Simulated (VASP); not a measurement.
# Co: single point with RPBE

Crystal: Co.

```xyz
2
Lattice="0.0000 2.4864 2.4864 2.4864 0.0000 2.4864 2.4864 2.4864 0.0000" Properties=species:S:1:pos:R:3 pbc="T T T"
Co    0.6216    0.6216    0.6216
Co    4.3511    4.3511    4.3511
```

```
Program             : VASP 6.6.1
Task                : single point
Functional          : RPBE
Potentials or basis : VASP PAW PBE potentials, release 64 (Co)
Cutoff              : 520 eV
k mesh              : 11 × 11 × 11
Occupations         : fermi-dirac, width 0.1 eV
Spin                : no spin polarisation
```

| Item | Value |
| --- | --- |
| Pressure | -0.7 GPa |
| Band gap on the k mesh | zero (band 9 reaches 6.51 eV, above the bottom of band 10 at 5.85 eV) |

Levels at points of the mesh, in eV from the Fermi level:
```tsv
k point	band 6	band 7	band 8	band 9	band 10	band 11	band 12	band 13
(0.00, 0.00, 0.00)	-2.73	-0.98	-0.98	-0.98	0.27	0.27	12.98	12.98
```

It took 59 s on 1 thread of AMD EPYC 7R13 (shared host), peak memory 0.14 GiB.

Caveat: the PAW data sets were made with another functional, which shifts forces and pressure a little; the run has no spin polarisation, though such a crystal can be magnetic. Spin polarisation is off, so any magnetic state and its effect on volume and gap are missing.
